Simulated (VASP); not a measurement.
# C: single point with LDA

Crystal: C.

```xyz
6
Lattice="0.0000 2.4449 0.0000 -2.1173 1.2224 0.0116 0.0678 0.0000 11.4887" Properties=species:S:1:pos:R:3 pbc="T T T"
C     0.0099    1.2224    1.6655
C    -0.6561    2.4449    8.3285
C    -1.3817    1.2224    5.0028
C    -2.0875    2.4449    5.0056
C    -0.6958    2.4449    1.6683
C    -1.3619    1.2224    8.3313
```

This cell differs from its parent crystal: the distance across one plane changed.

```yaml
Program: VASP 6.6.1
Task: single point
Functional: LDA
Potentials_or_basis: VASP PAW LDA potentials, release 64 (C)
Cutoff: 520 eV
k_mesh: 12 × 12 × 3
Occupations: gaussian, width 0.05 eV
Spin: no spin polarisation
```

```
Pressure      : 0.7 GPa
Largest force : 0.013 eV/Å
```

Forces in eV/Å, atoms in the order of the input:
```
C    0.000  0.000 -0.003
C    0.000  0.000 -0.001
C    0.000  0.000  0.013
C    0.000  0.000 -0.013
C    0.000  0.000  0.001
C    0.000  0.000  0.003
```

Stress tensor (GPa, compression positive):
```
 1.19  0.00 -0.01
 0.00  1.20  0.00
-0.01  0.00 -0.40
```

Run time: 2.5 min on 1 thread of Intel Xeon 8259CL (shared host), peak memory 0.21 GiB.

Caveat: the cell differs from its parent crystal (the distance across one plane changed).
